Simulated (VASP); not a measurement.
# F (P4/mmm) in VASP: single point with PBEsol

Aim: the single point of F with PBEsol.

All numbers are computed with VASP 6.6.1; they aren't measurements. Logs are shortened: lines on timing, memory, paths and dates and some standing lists are left out, and cuts for length are marked.

**1. The cell of the first run**

Symmetry: P4/mmm, No. 123, tetragonal system. The conventional cell has a = 2.650 Å, b = 2.650 Å, c = 3.607 Å, α = 90.00°, β = 90.00°, γ = 90.00°. F (site symmetry 4/mmm) has 10 F at 2.65 to 3.75 Å within 3.8 Å.

**2. Single point, PBEsol**

INCAR reads:

```
SYSTEM = F
PREC = Accurate
ENCUT = 520
EDIFF = 1E-6
ISMEAR = 1
SIGMA = 0.1
LREAL = .False.
LASPH = .True.
NELM = 100
ALGO = Normal
ISIF = 2
LWAVE = .False.
LCHARG = .False.
GGA = PS
NBANDS = 14
```

KPOINTS reads:

```
Automatic mesh
0
Gamma
  8 8 8
  0 0 0
```

POSCAR reads:

```
F
1.0
    3.7470110000      0.0000000000      0.0000000000
    0.0000000000      3.7470110000      0.0000000000
    0.0000000000      0.0000000000      3.6073050000
F
2
Direct
    0.5000000000      0.0000000000      0.0000000000
    0.0000000000      0.5000000000      0.0000000000
```

Potentials or basis: VASP PAW PBE potentials, release 64 (F).

On the command line:

```
> cat potpaw_PBE.64/F/POTCAR > POTCAR
> mpirun -np 1 vasp_std > vasp.out
```

OUTCAR:

```text
SYSTEM = F
   PREC = Accurate
   ENCUT = 520
   EDIFF = 1E-6
   ISMEAR = 1
   LREAL = .False.
   LASPH = .True.
   NELM = 100
   ISIF = 2
   GGA = PS

 ion  position               nearest neighbor table
   1  0.500  0.000  0.000-
   2  0.000  0.500  0.000-

  LATTYP: Found a simple tetragonal cell.
 ALAT       =     3.7470110000
 C/A-ratio  =     0.9627153483

  Lattice vectors:

 A1 = (   3.7470110000,   0.0000000000,   0.0000000000)
 A2 = (   0.0000000000,   3.7470110000,   0.0000000000)
 A3 = (   0.0000000000,   0.0000000000,   3.6073050000)

Analysis of symmetry for initial positions (statically):
=====================================================================
 Subroutine PRICEL returns following result:

  LATTYP: Found a simple tetragonal cell.
 ALAT       =     2.6495368873
 C/A-ratio  =     1.3614851023

  Lattice vectors:

 A1 = (   1.8735055000,  -1.8735055000,   0.0000000000)
 A2 = (   1.8735055000,   1.8735055000,   0.0000000000)
 A3 = (   0.0000000000,   0.0000000000,   3.6073050000)

   2 primitive cells build up your supercell.

 Routine SETGRP: Setting up the symmetry group for a
 simple tetragonal supercell.

 Subroutine GETGRP returns: Found 16 space group operations
 (whereof 16 operations were pure point group operations)
 out of a pool of 16 trial point group operations.

The static configuration has the point symmetry D_4h.

Analysis of symmetry for dynamics (positions and initial velocities):
=====================================================================
 Subroutine PRICEL returns following result:

  LATTYP: Found a simple tetragonal cell.
 ALAT       =     2.6495368873
 C/A-ratio  =     1.3614851023

  Lattice vectors:

 A1 = (   1.8735055000,  -1.8735055000,   0.0000000000)
 A2 = (   1.8735055000,   1.8735055000,   0.0000000000)
 A3 = (   0.0000000000,   0.0000000000,   3.6073050000)

   2 primitive cells build up your supercell.

 Routine SETGRP: Setting up the symmetry group for a
 simple tetragonal supercell.

 Subroutine GETGRP returns: Found 16 space group operations
 (whereof 16 operations were pure point group operations)
 out of a pool of 16 trial point group operations.

The dynamic configuration has the point symmetry D_4h.

 Subroutine INISYM returns: Found 16 space group operations
 (whereof 16 operations are pure point group operations),
[... 99 lines left out ...]
   NFREE  =      0    steps in history (QN), initial steepest desc. (CG)
   ISIF   =      2    stress and relaxation
   ISYM   =      2    0-nonsym 1-usesym 2-fastsym
   POTIM  = 0.5000    time-step for ionic-motion
   TEBEG  =    0.0;   TEEND  =   0.0 temperature during run
   PSTRESS=    0.0 pullay stress
   NELECT =      14.0000    total number of electrons
   NUPDOWN=      -1.0000    fix difference up-down
   EMIN   =  10.00;   EMAX   =-10.00  energy-range for DOS
   EFERMI =   0.00;   METHOD = LEGACY
   ISMEAR =     1;   SIGMA  =   0.10  broadening in eV -4-tet -1-fermi 0-gaus
   EFERMI_NEDOS =   21; number of points for ismear=-14 and -15
   IALGO  =     38    algorithm
   IMIX   =      4    mixing-type and parameters
     AMIX     =   0.40;   BMIX     =  1.00
     AMIX_MAG =   1.60;   BMIX_MAG =  1.00
  volume/ion in A,a.u.               =      25.32       170.89
  Fermi-wavevector in a.u.,A,eV,Ry     =   1.066432  2.015265 15.473601  1.137278
  Thomas-Fermi vector in A             =   2.202016
   LORBIT       =      0    0 simple, 1 ext, 2 COOP (PROOUT), +10 PAW based schemes
   GGA     = PS    functional components
   LHFCALC =     F    Hartree Fock is set to
   AEXX    =    0.0000 exact exchange contribution
   IVDW    =     0    specifies the selected vdW correction
   LEPSILON=     F    determine dielectric tensor
   LRPA    =     F    only Hartree local field effects (RPA)
 non-spin polarized calculation
 Methfessel and Paxton  Order N= 1 SIGMA  =   0.10
  energy-cutoff  :      520.00
  volume of cell :       50.65
 maximum number of plane-waves:      1386
 NGX is ok and might be reduce to    28
   NGX = 13   NGY = 13   NGZ = 13

 number of electron      13.9999990 magnetization

 Free energy of the ion-electron system (eV)
  ---------------------------------------------------
  ext. energy  EPLUGINS =         0.00000000
  ---------------------------------------------------
  free energy    TOTEN  =        -1.22130227 eV

  energy without entropy =       -1.22053137  energy(sigma->0) =       -1.22104530

 E-fermi :  -8.3034     XC(G=0):  -6.0104

 val. band max:       -8.3062887540   @ k =   0.1250   0.1250   0.2500
 cond. band min:      -8.3027640656   @ k =   0.2500   0.2500   0.0000
 fundamental gap:      0.0035246884
 Fermi energy:        -8.3033649095

 k-point     1 :       0.0000    0.0000    0.0000
  band No.  band energies     occupation
      1     -27.7763      2.00000
      2     -27.2100      2.00000
      3      -9.4882      2.00000
      4      -9.4882      2.00000
      5      -8.6992      2.00000
      6      -8.2012     -0.05442
      7      -8.2012     -0.05442
      8      -8.1882     -0.06911
      9       1.6298      0.00000
     10       8.8013      0.00000
     11      11.6052      0.00000
     12      12.1899      0.00000
     13      12.1899      0.00000
     14      13.0361      0.00000
[... 377 lines left out ...]
      1     -27.4859      2.00000
      2     -27.4859      2.00000
      3      -9.3120      2.00000
      4      -9.3120      2.00000
      5      -8.5864      2.00047
      6      -8.5864      2.00047
      7      -8.4651      2.04455
      8      -8.4651      2.04455
      9       4.8225      0.00000
     10       4.8225      0.00000
     11      11.4599      0.00000
     12      11.4599      0.00000
     13      12.7447      0.00000
     14      12.7447      0.00000

 [... further k-points ...]

------------------------ aborting loop because EDIFF is reached ----------------------------------------

  FORCE on cell =-STRESS in cart. coord.  units (eV):
  Direction    XX          YY          ZZ          XY          YZ          ZX
  --------------------------------------------------------------------------------------
  -------------------------------------------------------------------------------------
  Total       -2.8344075     -2.8344075     -0.2363473      0.0000000      0.0000000      0.0000000
  in kB      -89.6644050    -89.6644050     -7.4766751      0.0000000      0.0000000      0.0000000
  external PRESSURE =     -62.2684951 kB  Pullay stress =       0.0000000 kB

 VOLUME and BASIS-vectors are now :
 -----------------------------------------------------------------------------
  energy-cutoff  :      520.00
  volume of cell :       50.65
      direct lattice vectors                 reciprocal lattice vectors
     3.747011000  0.000000000  0.000000000     0.266879387  0.000000000  0.000000000
     0.000000000  3.747011000  0.000000000     0.000000000  0.266879387  0.000000000
     0.000000000  0.000000000  3.607305000     0.000000000  0.000000000  0.277215262

 POSITION                                       TOTAL-FORCE (eV/Angst)
 -----------------------------------------------------------------------------------
      1.87351      0.00000      0.00000        -0.000000      0.000000      0.000000
      0.00000      1.87351      0.00000         0.000000     -0.000000     -0.000000
 -----------------------------------------------------------------------------------
    total drift:                                0.000000      0.000000     -0.000000

  FREE ENERGIE OF THE ION-ELECTRON SYSTEM (eV)
  ---------------------------------------------------
  free  energy   TOTEN  =        -1.2213022654 eV

  energy  without entropy=       -1.2205313734  energy(sigma->0) =       -1.22104530
```

OSZICAR:

```text
N       E                     dE             d eps       ncg     rms          rms(c)
DAV:   1     0.757626530027E+02    0.75763E+02   -0.72586E+03  2132   0.868E+02
DAV:   2     0.186968333027E+01   -0.73893E+02   -0.71738E+02  2764   0.208E+02
DAV:   3    -0.138416012047E+01   -0.32538E+01   -0.31294E+01  2334   0.421E+01
DAV:   4    -0.140194552025E+01   -0.17785E-01   -0.17782E-01  2550   0.377E+00
DAV:   5    -0.140203635626E+01   -0.90836E-04   -0.90836E-04  2388   0.252E-01    0.405E+00
DAV:   6    -0.122956286266E+01    0.17247E+00   -0.81559E-02  2232   0.270E+00    0.187E+00
DAV:   7    -0.124444307439E+01   -0.14880E-01   -0.21865E-01  2334   0.148E+00    0.273E+00
DAV:   8    -0.121157811166E+01    0.32865E-01   -0.64104E-02  2136   0.116E+00    0.368E-01
DAV:   9    -0.122110701529E+01   -0.95289E-02   -0.11761E-03  2130   0.467E-01    0.865E-02
DAV:  10    -0.122120175354E+01   -0.94738E-04   -0.15169E-05  2460   0.396E-02    0.100E-01
DAV:  11    -0.122128753496E+01   -0.85781E-04   -0.33748E-05  2148   0.619E-02    0.792E-02
DAV:  12    -0.122128135079E+01    0.61842E-05   -0.32135E-05  2118   0.782E-02    0.279E-02
DAV:  13    -0.122129218414E+01   -0.10833E-04   -0.10762E-06  1638   0.132E-02    0.939E-03
DAV:  14    -0.122130062012E+01   -0.84360E-05   -0.10253E-06  1750   0.143E-02    0.171E-03
DAV:  15    -0.122130217790E+01   -0.15578E-05   -0.22547E-07  1626   0.695E-03    0.141E-03
DAV:  16    -0.122130226542E+01   -0.87522E-07   -0.12600E-08  1134   0.164E-03
   1 F= -.12213023E+01 E0= -.12210453E+01  d E =-.770892E-03
```

It took 37 s on 1 thread of Intel Xeon 8259CL, shared host; peak memory 0.17 GiB.

Results:

| Quantity | Value |
| --- | --- |
| Free energy | -1.2213 eV |
| Pressure | -6.2 GPa |
| Band gap on the k mesh | zero (bands 7 and 8 overlap by 0.64 eV) |

Stress tensor (GPa, compression positive):
```
-8.97  0.00  0.00
 0.00 -8.97  0.00
 0.00  0.00 -0.75
```

Caveat: the cell stands under tension; the PAW data sets were made with another functional, which shifts forces and pressure a little.
